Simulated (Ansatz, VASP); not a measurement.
# CaSe: VASP beside Ansatz

```
Ca Se
1.0
     0.00000    3.21651    3.21651
     3.21651    0.00000    3.21651
     3.21651    3.21651    0.00000
Ca Se
1 1
Direct
  0.00000 0.00000 0.00000
  0.75000 0.75000 0.75000
```

Alike in both runs: task single point; functional PBE; k mesh 4 × 4 × 4; occupations gaussian, width 0.1 eV; no spin polarisation.

|  | VASP | Ansatz |
| --- | --- | --- |
| version | VASP 6.6.1 | Ansatz 0.2.0 |
| potentials or method | VASP PAW PBE potentials, release 64 (Ca_sv, Se), cutoff 500 eV | scalar-relativistic, plane waves, PAW |
| valence electrons in the cell | 16 | 26 |

Ansatz gave:

- gap on the k mesh at the Fermi level (eV): 3.39
- least direct gap on the mesh (eV): 3.51
- pressure (GPa): 2.7

Question: Which values does VASP return?

Answer: gap on the k mesh at the Fermi level (eV): 3.39; least direct gap on the mesh (eV): 3.51; pressure (GPa): 2.8.

VASP's potentials hold 16 valence electrons a cell and Ansatz's 26, so a difference there can come from the potentials and not from the codes.

The k mesh is coarse, so the values compare programs but aren't converged.
